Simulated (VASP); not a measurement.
# Al2O3 (kat) (R-3c) in VASP: single point with LDA

Aim: the single point of Al2O3 (kat) with LDA.

Program: VASP 6.6.1. These are calculated values, not measurements. Logs are shortened: lines on timing, memory, paths and dates and some standing lists are left out, and cuts for length are marked.

### 1 The cell of the first run

The structure is trigonal, space group R-3c (No. 167). The conventional cell has a = 4.758 Å, b = 4.758 Å, c = 12.992 Å, α = 90.00°, β = 90.00°, γ = 120.00°. Al (site symmetry 3) has 6 O at 1.86 to 1.97 Å within 2.5 Å. Within 2.5 Å of O (site symmetry 2) lie 4 Al at 1.86 to 1.97 Å.

### 2 Single point, LDA (strained cell)

INCAR

```
SYSTEM = Al2O3
PREC = Accurate ; ENCUT = 520
EDIFF = 1E-6 ; ISMEAR = 0
SIGMA = 0.02 ; LREAL = .False.
LASPH = .True. ; NELM = 100
ALGO = Normal ; ISIF = 2
LWAVE = .False. ; LCHARG = .True.
LELF = .True. ; LVHAR = .True.
NBANDS = 35
```

KPOINTS

```
regular mesh
0
Gamma
  6 6 6
  0 0 0
```

POSCAR

```
Al2O3
1.0
    2.3788962612      1.3734563968      4.3307367652
   -2.3788962612      1.3734563968      4.3307367652
    0.0000000000     -2.7469127936      4.3307367652
Al O
4 6
Direct
    0.3519790028      0.3519790028      0.3519790028
    0.1480209972      0.1480209972      0.1480209972
    0.6480209972      0.6480209972      0.6480209972
    0.8519790028      0.8519790028      0.8519790028
    0.5556391857      0.9443608143      0.2500000000
    0.2500000000      0.5556391857      0.9443608143
    0.9443608143      0.2500000000      0.5556391857
    0.4443608143      0.0556391857      0.7500000000
    0.7500000000      0.4443608143      0.0556391857
    0.0556391857      0.7500000000      0.4443608143
```

Potentials or basis: VASP PAW LDA potentials, release 64 (Al, O).

Run with:

```bash
$ cat potpaw_LDA.64/Al/POTCAR potpaw_LDA.64/O/POTCAR > POTCAR
$ mpirun -np 1 vasp_std > vasp.out
```

OUTCAR:

```text
SYSTEM = Al2O3
   PREC = Accurate
   ENCUT = 520
   EDIFF = 1E-6
   ISMEAR = 0
   LREAL = .False.
   LASPH = .True.
   NELM = 100
   ISIF = 2

 ion  position               nearest neighbor table
   1  0.352  0.352  0.352-  10 1.86   8 1.86   9 1.86   5 1.97   7 1.97   6 1.97   2 2.65   3 2.79
                             3 2.79   3 2.79   2 3.22   2 3.22   2 3.22
   2  0.148  0.148  0.148-   9 1.86   8 1.86  10 1.86   5 1.97   7 1.97   6 1.97   1 2.65   4 2.79
                             4 2.79   4 2.79   1 3.22   1 3.22   1 3.22
   3  0.648  0.648  0.648-   7 1.86   5 1.86   6 1.86   8 1.97   9 1.97  10 1.97   4 2.65   1 2.79
                             1 2.79   1 2.79   4 3.22   4 3.22   4 3.22
   4  0.852  0.852  0.852-   6 1.86   5 1.86   7 1.86   8 1.97   9 1.97  10 1.97   3 2.65   2 2.79
                             2 2.79   2 2.79   3 3.22   3 3.22   3 3.22
   5  0.556  0.944  0.250-   3 1.86   4 1.86   1 1.97   2 1.97
   6  0.250  0.556  0.944-   4 1.86   3 1.86   1 1.97   2 1.97
   7  0.944  0.250  0.556-   3 1.86   4 1.86   1 1.97   2 1.97
   8  0.444  0.056  0.750-   1 1.86   2 1.86   3 1.97   4 1.97
   9  0.750  0.444  0.056-   2 1.86   1 1.86   3 1.97   4 1.97
  10  0.056  0.750  0.444-   1 1.86   2 1.86   3 1.97   4 1.97

  LATTYP: Found a trigonal (rhomboedric) cell.
 ALAT       =     5.1284316145
 COS(alpha) =     0.5696598512

  Lattice vectors:

 A1 = (   2.3788962612,   1.3734563968,   4.3307367652)
 A2 = (  -2.3788962612,   1.3734563968,   4.3307367652)
 A3 = (   0.0000000000,  -2.7469127936,   4.3307367652)

Analysis of symmetry for initial positions (statically):
=====================================================================
 Subroutine PRICEL returns:
 Original cell was already a primitive cell.

 Routine SETGRP: Setting up the symmetry group for a
 trigonal (rhombohedral) supercell.

 Subroutine GETGRP returns: Found 12 space group operations
 (whereof  6 operations were pure point group operations)
 out of a pool of 12 trial point group operations.

The static configuration has the point symmetry S_6 .
 The point group associated with its full space group is D_3d.

Analysis of symmetry for dynamics (positions and initial velocities):
=====================================================================
 Subroutine PRICEL returns:
 Original cell was already a primitive cell.

 Routine SETGRP: Setting up the symmetry group for a
 trigonal (rhombohedral) supercell.

 Subroutine GETGRP returns: Found 12 space group operations
 (whereof  6 operations were pure point group operations)
 out of a pool of 12 trial point group operations.

The dynamic configuration has the point symmetry S_6 .
 The point group associated with its full space group is D_3d.

 Subroutine INISYM returns: Found 12 space group operations
 (whereof  6 operations are pure point group operations),
 and found     1 'primitive' translations

----------------------------------------------------------------------------------------

                                     Primitive cell

  volume of cell :      84.8992

  direct lattice vectors                    reciprocal lattice vectors
     2.378896261  1.373456397  4.330736765     0.210181507  0.121348349  0.076969197
    -2.378896261  1.373456397  4.330736765    -0.210181507  0.121348349  0.076969197
     0.000000000 -2.746912794  4.330736765     0.000000000 -0.242696699  0.076969197

  length of vectors
     5.128431615  5.128431615  5.128431615     0.254609397  0.254609397  0.254609397

  position of ions in fractional coordinates (direct lattice)
     0.351979003  0.351979003  0.351979003
     0.148020997  0.148020997  0.148020997
     0.648020997  0.648020997  0.648020997
     0.851979003  0.851979003  0.851979003
     0.555639186  0.944360814  0.250000000
     0.250000000  0.555639186  0.944360814
     0.944360814  0.250000000  0.555639186
     0.444360814  0.055639186  0.750000000
     0.750000000  0.444360814  0.055639186
     0.055639186  0.750000000  0.444360814

  ion indices of the primitive-cell ions
   primitive index   ion index
                 1           1
                 2           2
                 3           3
                 4           4
                 5           5
                 6           6
                 7           7
                 8           8
                 9           9
                10          10

----------------------------------------------------------------------------------------

 KPOINTS: regular mesh

Automatic generation of k-mesh.
 Grid dimensions read from file:
 generate k-points for:    6    6    6

 Generating k-lattice:

  Cartesian coordinates                     Fractional coordinates (reciprocal lattice)
     0.035030251  0.020224725  0.012828200     0.166666667  0.000000000  0.000000000
    -0.035030251  0.020224725  0.012828200     0.000000000  0.166666667  0.000000000
     0.000000000 -0.040449450  0.012828200     0.000000000  0.000000000  0.166666667

  Length of vectors
     0.042434899  0.042434899  0.042434899

  Shift w.r.t. Gamma in fractional coordinates (k-lattice)
     0.000000000  0.000000000  0.000000000

 Subroutine IBZKPT returns following result:
 ===========================================

 Found     32 irreducible k-points:

 Following reciprocal coordinates:
            Coordinates               Weight
  0.000000  0.000000  0.000000      1.000000
  0.166667 -0.000000  0.000000      6.000000
  0.333333 -0.000000  0.000000      6.000000
  0.500000  0.000000  0.000000      3.000000
  0.166667  0.166667  0.000000      6.000000
  0.333333  0.166667  0.000000     12.000000
[... 16 lines left out ...]
  0.500000  0.500000  0.166667      6.000000
 -0.333333  0.500000  0.166667     12.000000
 [... further k-points ...]
   k-points           NKPTS =     32   k-points in BZ     NKDIM =     32   number of bands    NBANDS=     35
   number of dos      NEDOS =    301   number of ions     NIONS =     10
   total plane-waves  NPLWV =  64000
   dimension x,y,z NGX =    40 NGY =   40 NGZ =   40
   dimension x,y,z NGXF=    80 NGYF=   80 NGZF=   80
   ions per type =               4   6
   NGX,Y,Z   is equivalent  to a cutoff of  12.97, 12.97, 12.97 a.u.
   NGXF,Y,Z  is equivalent  to a cutoff of  25.93, 25.93, 25.93 a.u.
 SYSTEM =  Al2O3
   PREC   = accura    normal or accurate (medium, high low for compatibility)
   ISTART =      0    job   : 0-new  1-cont  2-samecut
   ICHARG =      2    charge: 1-file 2-atom 10-const
   ISPIN  =      1    spin polarized calculation?
   LNONCOLLINEAR =      F non collinear calculations
   LSORBIT =      F    spin-orbit coupling
   LASPH  =      T    aspherical Exc in radial PAW
   ENCUT  =  520.0 eV  38.22 Ry    6.18 a.u.   9.54  9.54  9.54*2*pi/ulx,y,z
   NELM   =    100;   NELMIN=  2; NELMDL= -5     # of ELM steps
   EDIFF  = 0.1E-05   stopping-criterion for ELM
   LREAL  =      F    real-space projection
   EDIFFG = 0.1E-04   stopping-criterion for IOM
   NSW    =      0    number of steps for IOM
   IBRION =     -1    ionic relax: 0-MD 1-quasi-New 2-CG
   NFREE  =      0    steps in history (QN), initial steepest desc. (CG)
   ISIF   =      2    stress and relaxation
   ISYM   =      2    0-nonsym 1-usesym 2-fastsym
   POTIM  = 0.5000    time-step for ionic-motion
   TEBEG  =    0.0;   TEEND  =   0.0 temperature during run
   PSTRESS=    0.0 pullay stress
   NELECT =      48.0000    total number of electrons
   NUPDOWN=      -1.0000    fix difference up-down
   EMIN   =  10.00;   EMAX   =-10.00  energy-range for DOS
   EFERMI =   0.00;   METHOD = LEGACY
   ISMEAR =     0;   SIGMA  =   0.02  broadening in eV -4-tet -1-fermi 0-gaus
   EFERMI_NEDOS =   21; number of points for ismear=-14 and -15
   IALGO  =     38    algorithm
   IMIX   =      4    mixing-type and parameters
     AMIX     =   0.40;   BMIX     =  1.00
     AMIX_MAG =   1.60;   BMIX_MAG =  1.00
  volume/ion in A,a.u.               =       8.49        57.29
  Fermi-wavevector in a.u.,A,eV,Ry     =   1.353695  2.558112 24.932536  1.832490
  Thomas-Fermi vector in A             =   2.480929
   LORBIT       =      0    0 simple, 1 ext, 2 COOP (PROOUT), +10 PAW based schemes
   GGA     = CA    functional components
   LHFCALC =     F    Hartree Fock is set to
   AEXX    =    0.0000 exact exchange contribution
   IVDW    =     0    specifies the selected vdW correction
   LEPSILON=     F    determine dielectric tensor
   LRPA    =     F    only Hartree local field effects (RPA)
 non-spin polarized calculation
 Gauss-broadening in eV      SIGMA  =   0.02
  energy-cutoff  :      520.00
  volume of cell :       84.90
 maximum number of plane-waves:      2305
 NGX is ok and might be reduce to    40
   NGX = 19   NGY = 19   NGZ = 19

 number of electron      48.0000013 magnetization

 Free energy of the ion-electron system (eV)
  ---------------------------------------------------
  ext. energy  EPLUGINS =         0.00000000
  ---------------------------------------------------
  free energy    TOTEN  =       -83.08859910 eV

  energy without entropy =      -83.08859910  energy(sigma->0) =      -83.08859910

 E-fermi :   5.9958     XC(G=0): -12.1705

 val. band max:        5.8227476235   @ k =   0.0000   0.0000   0.0000
 cond. band min:      12.0297623776   @ k =   0.0000   0.0000   0.0000
 fundamental gap:      6.2070147542
 Fermi energy:         5.9958236839

 k-point     1 :       0.0000    0.0000    0.0000
  band No.  band energies     occupation
      1     -13.1950      2.00000
      2     -10.7641      2.00000
      3     -10.4587      2.00000
      4     -10.4587      2.00000
      5     -10.1241      2.00000
      6     -10.1241      2.00000
[... 27 lines left out ...]
     34      19.3223      0.00000
     35      20.2507      0.00000
[... 843 lines left out ...]
      5     -10.3257      2.00000
      6     -10.1035      2.00000
[... 27 lines left out ...]
     34      19.0083      0.00000
     35      19.1615      0.00000

 [... further k-points ...]

------------------------ aborting loop because EDIFF is reached ----------------------------------------

  FORCE on cell =-STRESS in cart. coord.  units (eV):
  Direction    XX          YY          ZZ          XY          YZ          ZX
  --------------------------------------------------------------------------------------
  -------------------------------------------------------------------------------------
  Total       -2.1112903     -2.1112903     -2.4098128      0.0000000      0.0000000      0.0000000
  in kB      -39.8432829    -39.8432829    -45.4768606      0.0000000      0.0000000      0.0000000
  external PRESSURE =     -41.7211421 kB  Pullay stress =       0.0000000 kB

 VOLUME and BASIS-vectors are now :
 -----------------------------------------------------------------------------
  energy-cutoff  :      520.00
  volume of cell :       84.90
      direct lattice vectors                 reciprocal lattice vectors
     2.378896261  1.373456397  4.330736765     0.210181507  0.121348349  0.076969197
    -2.378896261  1.373456397  4.330736765    -0.210181507  0.121348349  0.076969197
     0.000000000 -2.746912794  4.330736765     0.000000000 -0.242696699  0.076969197

 POSITION                                       TOTAL-FORCE (eV/Angst)
 -----------------------------------------------------------------------------------
      0.00000      0.00000      4.57299         0.000000      0.000000     -0.001883
      0.00000      0.00000      1.92312         0.000000      0.000000      0.001883
      0.00000      0.00000      8.41923         0.000000      0.000000      0.001883
      0.00000      0.00000     11.06909         0.000000      0.000000     -0.001883
     -0.92473      1.37346      7.57879        -0.003171      0.000000     -0.000000
     -0.72708     -1.48757      7.57879         0.001586     -0.002746     -0.000000
      1.65181      0.11411      7.57879         0.001586      0.002746     -0.000000
      0.92473     -1.37346      5.41342         0.003171      0.000000      0.000000
      0.72708      1.48757      5.41342        -0.001586      0.002746     -0.000000
     -1.65181     -0.11411      5.41342        -0.001586     -0.002746     -0.000000
 -----------------------------------------------------------------------------------
    total drift:                                0.000000     -0.000000      0.000000

  FREE ENERGIE OF THE ION-ELECTRON SYSTEM (eV)
  ---------------------------------------------------
  free  energy   TOTEN  =       -83.0885991018 eV

  energy  without entropy=      -83.0885991018  energy(sigma->0) =      -83.08859910
```

Run time: 71 s. Hardware: 1 thread of AMD EPYC 9R14 (Zen 4), shared host; peak memory 0.19 GiB.

What came out:

```
Free energy            : -83.0886 eV
Pressure               : -4.2 GPa
Largest force          : 0.003 eV/Å
Band gap on the k mesh : 6.21 eV, direct
```

Forces in eV/Å, atoms in the order of the input:
```
Al   0.000  0.000 -0.002
Al   0.000  0.000  0.002
Al   0.000  0.000  0.002
Al   0.000  0.000 -0.002
O   -0.003  0.000  0.000
O    0.002 -0.003  0.000
O    0.002  0.003  0.000
O    0.003  0.000  0.000
O   -0.002  0.003  0.000
O   -0.002 -0.003  0.000
```

Caveat: the cell differs from its parent crystal (strained cell).
